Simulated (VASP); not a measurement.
# SiC (I-4m2) in VASP: further runs

Runs on SiC. Level: r2SCAN. Tasks: single point.

Program: VASP 6.6.1. These are calculated values, not measurements. Logs are shortened: lines on timing, memory, paths and dates and some standing lists are left out, and cuts for length are marked.

### 1 The cell of the first run

The structure is tetragonal, space group I-4m2 (No. 119). Conventional cell: a = 3.080 Å, b = 3.080 Å, c = 4.229 Å, α = 90.00°, β = 90.00°, γ = 90.00°. Si (site symmetry -4m2) has 4 C at 1.87 Å within 2.5 Å. C (site symmetry -4m2) has 4 Si at 1.87 Å within 2.5 Å.

### 2 Single point, r2SCAN (uniaxial x strain -2.9%)

The input, POSCAR:

```
SiC
1.0
    0.0000000000      2.1780497564      2.1780497564
    2.1146685085      0.0000000000      2.1780497564
    2.1146685085      2.1780497564      0.0000000000
Si C
1 1
Direct
    0.2500000000      0.2500000000      0.2500000000
    0.0000000000      0.0000000000      0.0000000000
```

The input, INCAR.step1:

```
SYSTEM = SiC
PREC = Accurate ; ENCUT = 520
ISMEAR = 0 ; SIGMA = 0.01
LREAL = .FALSE. ; LASPH = .TRUE.
NELM = 80 ; NBANDS = 11
GGA = PE ; ALGO = Normal
EDIFF = 1E-4 ; LWAVE = .TRUE.
LCHARG = .FALSE.
```

The input, INCAR.step2:

```
SYSTEM = SiC
PREC = Accurate ; ENCUT = 520
EDIFF = 1E-6 ; ISMEAR = 0
SIGMA = 0.01 ; LREAL = .FALSE.
LASPH = .TRUE. ; NELM = 80
ALGO = Normal ; ISIF = 2
LWAVE = .FALSE. ; LCHARG = .FALSE.
METAGGA = R2SCAN ; LMIXTAU = .TRUE.
NBANDS = 11 ; ISTART = 1
```

The input, KPOINTS:

```
regular mesh
0
G
  10 10 10
  0 0 0
```

Potentials or basis: VASP PAW PBE potentials, release 64 (Si, C).

Launch:

```bash
> cat potpaw_PBE.64/Si/POTCAR potpaw_PBE.64/C/POTCAR > POTCAR
> cp INCAR.step1 INCAR
> mpirun -np 1 vasp_std > vasp.out
> cp INCAR.step2 INCAR
> mpirun -np 1 vasp_std > vasp.out
```

OUTCAR:

```text
SYSTEM = SiC
   PREC = Accurate
   ENCUT = 520
   EDIFF = 1E-6
   ISMEAR = 0
   LREAL = .FALSE.
   LASPH = .TRUE.
   NELM = 80
   ISIF = 2
   METAGGA = R2SCAN
   ISTART = 1

 ion  position               nearest neighbor table
   1  0.250  0.250  0.250-   2 1.87   2 1.87   2 1.87   2 1.87
   2  0.000  0.000  0.000-   1 1.87   1 1.87   1 1.87   1 1.87

  LATTYP: Found a body centered tetragonal cell.
 ALAT       =     3.0802275050
 C/A-ratio  =     1.3730599477

  Lattice vectors:

 A1 = (  -2.1146685085,   0.0000000000,  -2.1780497564)
 A2 = (  -2.1146685085,   0.0000000000,   2.1780497564)
 A3 = (   2.1146685085,   2.1780497564,   0.0000000000)

Analysis of symmetry for initial positions (statically):
=====================================================================
 Subroutine PRICEL returns:
 Original cell was already a primitive cell.

 Routine SETGRP: Setting up the symmetry group for a
 body centered tetragonal supercell.

 Subroutine GETGRP returns: Found  8 space group operations
 (whereof  8 operations were pure point group operations)
 out of a pool of 16 trial point group operations.

The static configuration has the point symmetry D_2d.

Analysis of symmetry for dynamics (positions and initial velocities):
=====================================================================
 Subroutine PRICEL returns:
 Original cell was already a primitive cell.

 Routine SETGRP: Setting up the symmetry group for a
 body centered tetragonal supercell.

 Subroutine GETGRP returns: Found  8 space group operations
 (whereof  8 operations were pure point group operations)
 out of a pool of 16 trial point group operations.

The dynamic configuration has the point symmetry D_2d.

 Subroutine INISYM returns: Found  8 space group operations
 (whereof  8 operations are pure point group operations),
 and found     1 'primitive' translations

----------------------------------------------------------------------------------------

                                     Primitive cell

  volume of cell :      20.0636

  direct lattice vectors                    reciprocal lattice vectors
     0.000000000  2.178049756  2.178049756    -0.236443678  0.229563167  0.229563167
     2.114668508  0.000000000  2.178049756     0.236443678 -0.229563167  0.229563167
     2.114668508  2.178049756  0.000000000     0.236443678  0.229563167 -0.229563167

  length of vectors
     3.080227505  3.035741037  3.035741037     0.401626827  0.401626827  0.401626827

[... 76 lines left out ...]
   LSORBIT =      F    spin-orbit coupling
   LASPH  =      T    aspherical Exc in radial PAW
   ENCUT  =  520.0 eV  38.22 Ry    6.18 a.u.   5.73  5.64  5.64*2*pi/ulx,y,z
   NELM   =     80;   NELMIN=  2; NELMDL=  0     # of ELM steps
   EDIFF  = 0.1E-05   stopping-criterion for ELM
   LREAL  =      F    real-space projection
[... 7 lines left out ...]
   TEBEG  =    0.0;   TEEND  =   0.0 temperature during run
   PSTRESS=    0.0 pullay stress
   NELECT =       8.0000    total number of electrons
   NUPDOWN=      -1.0000    fix difference up-down
   EMIN   =  10.00;   EMAX   =-10.00  energy-range for DOS
   EFERMI =   0.00;   METHOD = LEGACY
   ISMEAR =     0;   SIGMA  =   0.01  broadening in eV -4-tet -1-fermi 0-gaus
   EFERMI_NEDOS =   21; number of points for ismear=-14 and -15
   IALGO  =     38    algorithm
   IMIX   =      4    mixing-type and parameters
     AMIX     =   0.40;   BMIX     =  1.00
     AMIX_MAG =   1.60;   BMIX_MAG =  1.00
  volume/ion in A,a.u.               =      10.03        67.70
  Fermi-wavevector in a.u.,A,eV,Ry     =   1.204950  2.277024 19.754345  1.451903
  Thomas-Fermi vector in A             =   2.340660
   LORBIT       =      0    0 simple, 1 ext, 2 COOP (PROOUT), +10 PAW based schemes
   METAGGA = R2SCAN    functional components
   LHFCALC =     F    Hartree Fock is set to
   AEXX    =    0.0000 exact exchange contribution
   IVDW    =     0    specifies the selected vdW correction
   LEPSILON=     F    determine dielectric tensor
   LRPA    =     F    only Hartree local field effects (RPA)
 non-spin polarized calculation
 Gauss-broadening in eV      SIGMA  =   0.01
  energy-cutoff  :      520.00
  volume of cell :       20.06
 maximum number of plane-waves:       552
   NGX = 11   NGY = 11   NGZ = 11

 number of electron       8.0000000 magnetization

 Free energy of the ion-electron system (eV)
  ---------------------------------------------------
  ext. energy  EPLUGINS =         0.00000000
  ---------------------------------------------------
  free energy    TOTEN  =       -19.30447448 eV

  energy without entropy =      -19.30447448  energy(sigma->0) =      -19.30447448

 E-fermi :   8.5267     XC(G=0): -12.0741

 val. band max:        8.4673241363   @ k =   0.0000   0.0000   0.0000
 cond. band min:       9.8528501662   @ k =   0.0000   0.5000   0.5000
 fundamental gap:      1.3855260299
 Fermi energy:         8.5267286298

 k-point     1 :       0.0000    0.0000    0.0000
  band No.  band energies     occupation
      1      -8.0954      2.00000
      2       8.2674      2.00000
      3       8.2674      2.00000
      4       8.4673      2.00000
      5      15.5504      0.00000
      6      16.3598      0.00000
      7      16.4470      0.00000
      8      16.4470      0.00000
      9      23.2549      0.00000
     10      24.1643      0.00000
     11      26.6136      0.00000
[... 309 lines left out ...]
 k-point    24 :       0.4000    0.3000   -0.0000
  band No.  band energies     occupation
      1      -4.8294      2.00000
      2       2.3777      2.00000
      3       5.0474      2.00000
      4       5.6468      2.00000
      5      11.7294      0.00000
      6      14.7971      0.00000
      7      20.8658      0.00000
      8      21.7579      0.00000
      9      23.4618      0.00000
     10      27.7794      0.00000
     11      31.1908      0.00000

 [... further k-points ...]
[... 5 lines left out ...]
  --------------------------------------------------------------------------------------
  -------------------------------------------------------------------------------------
  Total        1.5128617      0.5327093      0.5327093     -0.0000000      0.0000000      0.0000000
  in kB      120.8097342     42.5395581     42.5395581     -0.0000000      0.0000000      0.0000000
  external PRESSURE =      68.6296168 kB  Pullay stress =       0.0000000 kB

 VOLUME and BASIS-vectors are now :
 -----------------------------------------------------------------------------
  energy-cutoff  :      520.00
  volume of cell :       20.06
      direct lattice vectors                 reciprocal lattice vectors
     0.000000000  2.178049756  2.178049756    -0.236443678  0.229563167  0.229563167
     2.114668508  0.000000000  2.178049756     0.236443678 -0.229563167  0.229563167
     2.114668508  2.178049756  0.000000000     0.236443678  0.229563167 -0.229563167

 POSITION                                       TOTAL-FORCE (eV/Angst)
 -----------------------------------------------------------------------------------
      1.05733      1.08902      1.08902         0.000000      0.000000      0.000000
      0.00000      0.00000      0.00000        -0.000000     -0.000000     -0.000000
 -----------------------------------------------------------------------------------
    total drift:                                0.000001      0.000001      0.000001

  FREE ENERGIE OF THE ION-ELECTRON SYSTEM (eV)
  ---------------------------------------------------
  free  energy   TOTEN  =       -19.3044744765 eV

  energy  without entropy=      -19.3044744765  energy(sigma->0) =      -19.30447448
```

OSZICAR.step1:

```text
N       E                     dE             d eps       ncg     rms          rms(c)
DAV:   1     0.326609898569E+01    0.32661E+01   -0.40058E+03  2252   0.665E+02
DAV:   2    -0.163299426860E+02   -0.19596E+02   -0.18232E+02  2920   0.101E+02
DAV:   3    -0.169614235504E+02   -0.63148E+00   -0.63029E+00  2762   0.154E+01
DAV:   4    -0.169638258558E+02   -0.24023E-02   -0.24022E-02  2599   0.122E+00
DAV:   5    -0.169638363487E+02   -0.10493E-04   -0.10493E-04  2775   0.758E-02    0.914E+00
DAV:   6    -0.150890333667E+02    0.18748E+01   -0.65374E+00  2523   0.116E+01    0.408E+00
DAV:   7    -0.150296407248E+02    0.59393E-01   -0.42476E-01  2716   0.370E+00    0.184E+00
DAV:   8    -0.150216683796E+02    0.79723E-02   -0.20753E-02  2535   0.961E-01    0.171E-01
DAV:   9    -0.150217710585E+02   -0.10268E-03   -0.15767E-03  2831   0.229E-01    0.114E-01
DAV:  10    -0.150218756395E+02   -0.10458E-03   -0.22044E-04  2491   0.914E-02    0.262E-02
DAV:  11    -0.150218775022E+02   -0.18628E-05   -0.36311E-05  1365   0.325E-02
   1 F= -.15021878E+02 E0= -.15021878E+02  d E =-.367824E-58
```

Run time: 44 s. Hardware: 1 thread of Intel Xeon Platinum 8488C (Sapphire Rapids), shared host; peak memory 0.15 GiB.

What came out:

```
Free energy            : -19.3045 eV
Pressure               : 6.9 GPa
Band gap on the k mesh : 1.39 eV, indirect (least direct gap 5.06 eV)
```

Stress tensor (GPa, compression positive):
```
12.08  0.00  0.00
 0.00  4.25  0.00
 0.00  0.00  4.25
```

Levels at points of the mesh, in eV from the valence-band top:
```
           k point  band 2  band 3  band 4  band 5  band 6  band 7
(0.00, 0.00, 0.00)   -0.20   -0.20    0.00    7.08    7.89    7.98
(0.50, 0.00, 0.00)   -9.12   -1.44   -1.06    6.07    7.52    8.09
(0.50, 0.50, 0.00)   -8.41   -3.43   -3.39    1.67    4.99   14.91
(0.00, 0.50, 0.50)   -8.02   -3.75   -3.75    1.39    4.45   15.29
```

Caveat: the cell differs from its parent crystal (uniaxial x strain -2.9%); the PAW data sets were made with another functional, which shifts forces and pressure a little.

### 3 Single point, r2SCAN (uniaxial y strain +3.4%)

The input, POSCAR:

```
SiC
1.0
    0.0000000000      2.2525390581      2.1780497564
    2.1780497564      0.0000000000      2.1780497564
    2.1780497564      2.2525390581      0.0000000000
Si C
1 1
Direct
    0.2500000000      0.2500000000      0.2500000000
    0.0000000000      0.0000000000      0.0000000000
```

The input, INCAR.step1:

```
PREC = Accurate ; ENCUT = 520
ISMEAR = 0 ; SIGMA = 0.01
LREAL = F ; LASPH = T
NELM = 80 ; NBANDS = 11
GGA = PE ; ALGO = Normal
EDIFF = 1E-4 ; LWAVE = T
LCHARG = F
```

The input, INCAR.step2:

```
PREC = Accurate ; ENCUT = 520
EDIFF = 1E-6 ; ISMEAR = 0
SIGMA = 0.01 ; LREAL = F
LASPH = T ; NELM = 80
ALGO = Normal ; ISIF = 2
LWAVE = F ; LCHARG = F
METAGGA = R2SCAN ; LMIXTAU = T
NBANDS = 11 ; ISTART = 1
```

The input, KPOINTS:

```
Automatic mesh
0
Gamma
  10 10 10
```

Potentials or basis: VASP PAW PBE potentials, release 64 (Si, C).

Launch:

```bash
> cat potpaw_PBE.64/Si/POTCAR potpaw_PBE.64/C/POTCAR > POTCAR
> cp INCAR.step1 INCAR
> mpirun -np 1 vasp_std > vasp.out
> cp INCAR.step2 INCAR
> mpirun -np 1 vasp_std > vasp.out
```

Run time: 38 s. Hardware: 1 thread of Intel Xeon Platinum 8488C (Sapphire Rapids), shared host; peak memory 0.15 GiB.

Results (log left out):

| Property | Result |
| --- | --- |
| Free energy | -19.2958 eV |
| Pressure | -7.3 GPa |
| Band gap on the k mesh | 1.56 eV, indirect (least direct gap 4.98 eV) |

Stress tensor (GPa, compression positive):
```
 -4.01   0.00   0.00
  0.00 -13.99   0.00
  0.00   0.00  -4.01
```

Levels at points of the mesh, in eV from the valence-band top:
```tsv
k point	band 2	band 3	band 4	band 5	band 6	band 7
(0.00, 0.00, 0.00)	-0.25	0.00	0.00	6.33	7.50	7.50
(0.50, 0.00, 0.00)	-8.73	-1.40	-0.97	5.48	7.40	7.78
(0.50, 0.50, 0.00)	-7.89	-3.50	-3.44	1.56	4.41	14.05
(0.50, 0.00, 0.50)	-8.32	-3.11	-3.11	1.87	5.01	14.73
```

Caveat: the cell differs from its parent crystal (uniaxial y strain +3.4%); the PAW data sets were made with another functional, which shifts forces and pressure a little. A k mesh can miss the band edges.
